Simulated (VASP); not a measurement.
# C4F (Cmmm) in VASP: single point with PBE+D3(BJ)

Aim: the single point of C4F with PBE+D3(BJ).

Everything below comes from runs of VASP 6.6.1. Logs are shortened: lines on timing, memory, paths and dates and some standing lists are left out, and cuts for length are marked.

## 1. The cell of the first run

It takes space group Cmmm (No. 65, orthorhombic). Conventional cell: a = 5.442 Å, b = 7.861 Å, c = 2.371 Å, α = 90.00°, β = 90.00°, γ = 90.00°. Within 2.4 Å of C (site symmetry 2mm) lie 7 C at 1.73 to 2.37 Å and 1 F at 1.75 Å. Within 2.1 Å of C (site symmetry m2m) lie 5 C at 1.60 to 1.73 Å. F (site symmetry mmm) has 2 C at 1.75 Å and 2 F at 2.37 Å within 2.4 Å.

The cell was generated, and may not be a known phase.

## 2. Single point, PBE+D3(BJ)

Contents of INCAR:

```
SYSTEM = C4F
PREC     = Accurate       ! precision mode
ENCUT    = 1350           ! plane-wave cutoff, eV
EDIFF    = 1E-6           ! SCF threshold, eV
ISMEAR   = 0              ! smearing method
SIGMA    = 0.1            ! smearing width, eV
LREAL    = .FALSE.        ! projectors in reciprocal space
LASPH    = .TRUE.         ! aspherical terms in the spheres
NELM     = 120            ! most SCF steps
ALGO     = Normal         ! electronic algorithm
ISIF     = 2              ! what is computed and relaxed
LWAVE    = .FALSE.        ! write WAVECAR
LCHARG   = .FALSE.        ! write CHGCAR
GGA      = PE             ! functional
IVDW     = 12             ! dispersion correction
NBANDS   = 20             ! bands
GGA_COMPAT= .FALSE.
```

Contents of KPOINTS:

```
Automatic mesh
0
G
  4 4 6
  0 0 0
```

Contents of POSCAR:

```
C4F
1.0
    3.9305138556     -2.7207532464      0.0000000000
    3.9305138556      2.7207532464      0.0000000000
    0.0000000000      0.0000000000      2.3710179032
C F
4 1
Direct
    0.8213910918      0.1786089082      0.5000000000
    0.1015910626      0.1015910626      0.0000000000
    0.8984089374      0.8984089374      0.0000000000
    0.1786089082      0.8213910918      0.5000000000
    0.5000000000      0.5000000000      0.5000000000
```

Potentials or basis: VASP PAW PBE potentials, release 64 (C_h, F_h).

Launch:

```bash
$ cat potpaw_PBE.64/C_h/POTCAR potpaw_PBE.64/F_h/POTCAR > POTCAR
$ mpirun -np 1 vasp_std > vasp.out
```

OUTCAR:

```text
SYSTEM = C4F
   PREC = Accurate
   ENCUT = 1350
   EDIFF = 1E-6
   ISMEAR = 0
   LREAL = .FALSE.
   LASPH = .TRUE.
   NELM = 120
   ISIF = 2
   GGA = PE
   IVDW = 12
 IVDW          = 12

 ion  position               nearest neighbor table
   1  0.821  0.179  0.500-
   2  0.102  0.102  0.000-
   3  0.898  0.898  0.000-
   4  0.179  0.821  0.500-
   5  0.500  0.500  0.500-

  LATTYP: Found a base centered orthorhombic cell.
 ALAT       =     5.4415064928
 B/A-ratio  =     1.4446417957
 C/A-ratio  =     0.4357282136

  Lattice vectors:

 A1 = (  -3.9305138556,  -2.7207532464,   0.0000000000)
 A2 = (   3.9305138556,  -2.7207532464,   0.0000000000)
 A3 = (   0.0000000000,   0.0000000000,   2.3710179032)

Analysis of symmetry for initial positions (statically):
=====================================================================
 Subroutine PRICEL returns:
 Original cell was already a primitive cell.

 Routine SETGRP: Setting up the symmetry group for a
 base centered orthorhombic supercell.

 Subroutine GETGRP returns: Found  8 space group operations
 (whereof  8 operations were pure point group operations)
 out of a pool of  8 trial point group operations.

The static configuration has the point symmetry D_2h.

Analysis of symmetry for dynamics (positions and initial velocities):
=====================================================================
 Subroutine PRICEL returns:
 Original cell was already a primitive cell.

 Routine SETGRP: Setting up the symmetry group for a
 base centered orthorhombic supercell.

 Subroutine GETGRP returns: Found  8 space group operations
 (whereof  8 operations were pure point group operations)
 out of a pool of  8 trial point group operations.

The dynamic configuration has the point symmetry D_2h.

 Subroutine INISYM returns: Found  8 space group operations
 (whereof  8 operations are pure point group operations),
 and found     1 'primitive' translations

----------------------------------------------------------------------------------------

                                     Primitive cell

  volume of cell :      50.7111

  direct lattice vectors                    reciprocal lattice vectors
     3.930513856 -2.720753246  0.000000000     0.127209830 -0.183772637  0.000000000
     3.930513856  2.720753246  0.000000000     0.127209830  0.183772637  0.000000000
     0.000000000  0.000000000  2.371017903     0.000000000  0.000000000  0.421759785

  length of vectors
     4.780317709  4.780317709  2.371017903     0.223505533  0.223505533  0.421759785

  position of ions in fractional coordinates (direct lattice)
     0.821391092  0.178608908  0.500000000
     0.101591063  0.101591063  0.000000000
     0.898408937  0.898408937  0.000000000
     0.178608908  0.821391092  0.500000000
     0.500000000  0.500000000  0.500000000

  ion indices of the primitive-cell ions
   primitive index   ion index
                 1           1
                 2           2
                 3           3
                 4           4
                 5           5

----------------------------------------------------------------------------------------

 KPOINTS: Automatic mesh

Automatic generation of k-mesh.
 Grid dimensions read from file:
 generate k-points for:    4    4    6

 Generating k-lattice:

  Cartesian coordinates                     Fractional coordinates (reciprocal lattice)
     0.031802458 -0.045943159  0.000000000     0.250000000  0.000000000  0.000000000
     0.031802458  0.045943159  0.000000000     0.000000000  0.250000000  0.000000000
     0.000000000  0.000000000  0.070293297     0.000000000  0.000000000  0.166666667

  Length of vectors
     0.055876383  0.055876383  0.070293297

  Shift w.r.t. Gamma in fractional coordinates (k-lattice)
     0.000000000  0.000000000  0.000000000

 Subroutine IBZKPT returns following result:
 ===========================================

 Found     28 irreducible k-points:

 Following reciprocal coordinates:
            Coordinates               Weight
  0.000000  0.000000  0.000000      1.000000
  0.250000  0.000000  0.000000      4.000000
  0.500000  0.000000  0.000000      2.000000
  0.250000  0.250000  0.000000      2.000000
  0.500000  0.250000  0.000000      4.000000
 -0.250000  0.250000  0.000000      2.000000
[... 16 lines left out ...]
  0.250000  0.000000  0.500000      4.000000
  0.500000  0.000000  0.500000      2.000000
 [... further k-points ...]
   k-points           NKPTS =     28   k-points in BZ     NKDIM =     28   number of bands    NBANDS=     20
   number of dos      NEDOS =    301   number of ions     NIONS =      5
   total plane-waves  NPLWV = 100800
   dimension x,y,z NGX =    60 NGY =   60 NGZ =   28
   dimension x,y,z NGXF=   120 NGYF=  120 NGZF=   56
   ions per type =               4   1
   NGX,Y,Z   is equivalent  to a cutoff of  20.87, 20.87, 19.63 a.u.
   NGXF,Y,Z  is equivalent  to a cutoff of  41.73, 41.73, 39.26 a.u.
 SYSTEM =  C4F
   PREC   = accura    normal or accurate (medium, high low for compatibility)
   ISTART =      0    job   : 0-new  1-cont  2-samecut
   ICHARG =      2    charge: 1-file 2-atom 10-const
   ISPIN  =      1    spin polarized calculation?
   LNONCOLLINEAR =      F non collinear calculations
   LSORBIT =      F    spin-orbit coupling
   LASPH  =      T    aspherical Exc in radial PAW
   ENCUT  = 1350.0 eV  99.22 Ry    9.96 a.u.  14.32 14.32  7.10*2*pi/ulx,y,z
   NELM   =    120;   NELMIN=  2; NELMDL= -5     # of ELM steps
   EDIFF  = 0.1E-05   stopping-criterion for ELM
   LREAL  =      F    real-space projection
   EDIFFG = 0.1E-04   stopping-criterion for IOM
   NSW    =      0    number of steps for IOM
   IBRION =     -1    ionic relax: 0-MD 1-quasi-New 2-CG
   NFREE  =      0    steps in history (QN), initial steepest desc. (CG)
   ISIF   =      2    stress and relaxation
   ISYM   =      2    0-nonsym 1-usesym 2-fastsym
   POTIM  = 0.5000    time-step for ionic-motion
   TEBEG  =    0.0;   TEEND  =   0.0 temperature during run
   PSTRESS=    0.0 pullay stress
   NELECT =      23.0000    total number of electrons
   NUPDOWN=      -1.0000    fix difference up-down
   EMIN   =  10.00;   EMAX   =-10.00  energy-range for DOS
   EFERMI =   0.00;   METHOD = LEGACY
   ISMEAR =     0;   SIGMA  =   0.10  broadening in eV -4-tet -1-fermi 0-gaus
   EFERMI_NEDOS =   21; number of points for ismear=-14 and -15
   IALGO  =     38    algorithm
   IMIX   =      4    mixing-type and parameters
     AMIX     =   0.40;   BMIX     =  1.00
     AMIX_MAG =   1.60;   BMIX_MAG =  1.00
  volume/ion in A,a.u.               =      10.14        68.44
  Fermi-wavevector in a.u.,A,eV,Ry     =   1.257814  2.376923 21.525715  1.582095
  Thomas-Fermi vector in A             =   2.391454
   LORBIT       =      0    0 simple, 1 ext, 2 COOP (PROOUT), +10 PAW based schemes
   GGA     = PE    functional components
   LHFCALC =     F    Hartree Fock is set to
   AEXX    =    0.0000 exact exchange contribution
   IVDW    =    12    specifies the selected vdW correction
   LEPSILON=     F    determine dielectric tensor
   LRPA    =     F    only Hartree local field effects (RPA)
 non-spin polarized calculation
 Gauss-broadening in eV      SIGMA  =   0.10
  energy-cutoff  :     1350.00
  volume of cell :       50.71
 maximum number of plane-waves:      5740
 NGX is ok and might be reduce to    60
   NGX = 29   NGY = 29   NGZ = 15

 number of electron      23.0000001 magnetization

 Free energy of the ion-electron system (eV)
  ---------------------------------------------------
  ext. energy  EPLUGINS =         0.00000000
  ---------------------------------------------------
  free energy    TOTEN  =       -26.44409698 eV

  energy without entropy =      -26.43449448  energy(sigma->0) =      -26.43929573

 E-fermi :   3.5910     XC(G=0):  -9.8976

 val. band max:        3.5903999662   @ k =   0.5000   0.2500   0.3333
 cond. band min:       3.6472206276   @ k =   0.2500   0.0000   0.3333
 fundamental gap:      0.0568206613
 Fermi energy:         3.5909988956

 k-point     1 :       0.0000    0.0000    0.0000
  band No.  band energies     occupation
      1     -21.0385      2.00000
      2     -18.4708      2.00000
      3     -10.1466      2.00000
      4      -7.3129      2.00000
      5      -3.5586      2.00000
      6      -1.6692      2.00000
[... 12 lines left out ...]
     19      13.1577      0.00000
     20      13.5086      0.00000

 k-point     2 :       0.2500    0.0000    0.0000
  band No.  band energies     occupation
      1     -21.0052      2.00000
      2     -18.5494      2.00000
      3      -9.6947      2.00000
      4      -7.4086      2.00000
      5      -5.1485      2.00000
      6      -2.4418      2.00000
[... 12 lines left out ...]
     19      13.2196      0.00000
     20      13.4022      0.00000

 k-point     3 :       0.5000    0.0000    0.0000
  band No.  band energies     occupation
      1     -20.9704      2.00000
      2     -18.6283      2.00000
      3      -9.0294      2.00000
      4      -7.4896      2.00000
      5      -6.4362      2.00000
      6      -2.7262      2.00000
[... 12 lines left out ...]
     19      13.0905      0.00000
     20      13.2933      0.00000

 k-point     4 :       0.2500    0.2500    0.0000
  band No.  band energies     occupation
      1     -21.0313      2.00000
      2     -18.4662      2.00000
      3     -10.2004      2.00000
      4      -7.5576      2.00000
      5      -3.5520      2.00000
      6      -1.7515      2.00000
[... 429 lines left out ...]
 k-point    23 :       0.2500    0.0000    0.5000
  band No.  band energies     occupation
      1     -20.2455      2.00000
      2     -13.7561      2.00000
      3     -12.7955      2.00000
      4      -5.9114      2.00000
      5      -5.4909      2.00000
      6      -3.4063      2.00000
[... 12 lines left out ...]
     19      11.6946      0.00000
     20      12.4991      0.00000

 k-point    24 :       0.5000    0.0000    0.5000
  band No.  band energies     occupation
      1     -20.2421      2.00000
      2     -13.7443      2.00000
      3     -12.8460      2.00000
      4      -5.6771      2.00000
      5      -5.1145      2.00000
      6      -3.4311      2.00000
[... 12 lines left out ...]
     19      11.6778      0.00000
     20      12.6954      0.00000

 [... further k-points ...]

------------------------ aborting loop because EDIFF is reached ----------------------------------------

 Edisp (eV)   -0.43658

 E8    (eV) :    -0.1185

  FORCE on cell =-STRESS in cart. coord.  units (eV):
  Direction    XX          YY          ZZ          XY          YZ          ZX
  --------------------------------------------------------------------------------------
  -------------------------------------------------------------------------------------
  Total       0.00069    -0.10505    -0.06283     0.00000     0.00000     0.00000
  in kB       0.02171    -3.31882    -1.98501     0.00000     0.00000     0.00000
  external pressure =       -1.76 kB  Pullay stress =        0.00 kB

 VOLUME and BASIS-vectors are now :
 -----------------------------------------------------------------------------
  energy-cutoff  :     1350.00
  volume of cell :       50.71
      direct lattice vectors                 reciprocal lattice vectors
     3.930513856 -2.720753246  0.000000000     0.127209830 -0.183772637  0.000000000
     3.930513856  2.720753246  0.000000000     0.127209830  0.183772637  0.000000000
     0.000000000  0.000000000  2.371017903     0.000000000  0.000000000  0.421759785

 POSITION                                       TOTAL-FORCE (eV/Angst)
 -----------------------------------------------------------------------------------
      3.93051     -1.74885      1.18551        -0.000000      0.013196     -0.000000
      0.79861      0.00000      0.00000         0.011122      0.000000      0.000000
      7.06242      0.00000      0.00000        -0.011122      0.000000     -0.000000
      3.93051      1.74885      1.18551        -0.000000     -0.013196      0.000000
      3.93051      0.00000      1.18551        -0.000000      0.000000      0.000000
 -----------------------------------------------------------------------------------
    total drift:                                0.000000      0.000000      0.000000

  FREE ENERGIE OF THE ION-ELECTRON SYSTEM (eV)
  ---------------------------------------------------
  free  energy   TOTEN  =       -26.8806804368 eV

  energy  without entropy=      -26.8710779326  energy(sigma->0) =      -26.87587918
```

Run time: 77 s. Hardware: 1 thread of Intel Xeon Platinum 8259CL at 2.50GHz (Skylake/Cascade Lake), shared host; peak memory 0.35 GiB.

What came out:

- Free energy: -26.8807 eV
- Pressure: -0.2 GPa
- Largest force: 0.013 eV/Å
- Band gap on the k mesh: zero (an odd number of electrons rules out a gap without spin polarisation)
- Dispersion energy per atom: -0.087 eV

Forces in eV/Å, atoms in the order of the input:
```
C    0.000  0.013  0.000
C    0.011  0.000  0.000
C   -0.011  0.000  0.000
C    0.000 -0.013  0.000
F    0.000  0.000  0.000
```

Levels at points of the mesh, in eV from the Fermi level:
| k point | band 9 | band 10 | band 11 | band 12 | band 13 | band 14 |
| --- | --- | --- | --- | --- | --- | --- |
| (0.00, 0.00, 0.00) | -4.79 | -3.02 | -2.90 | 2.42 | 2.56 | 2.96 |
| (0.50, 0.00, 0.00) | -3.71 | -3.27 | 1.00 | 1.08 | 2.27 | 2.67 |
| (0.50, 0.50, 0.00) | -4.37 | -3.03 | -2.98 | 2.41 | 2.51 | 3.06 |
| (0.00, 0.00, 0.50) | -4.37 | -3.63 | -1.65 | -1.47 | -0.19 | 0.85 |
| (0.50, 0.00, 0.50) | -5.40 | -4.70 | -1.44 | 0.48 | 1.16 | 2.72 |
| (0.50, 0.50, 0.50) | -4.23 | -3.66 | -1.42 | -1.06 | 0.17 | 1.42 |

Caveat: the k points lie up to 0.44 Å⁻¹ apart, too coarse for converged energies and pressures of a metal; an odd number of electrons without spin polarisation forces a metal; a magnetic or distorted state may lie lower.

The gap in the log of VASP goes by the Fermi energy; the results here count the filled bands.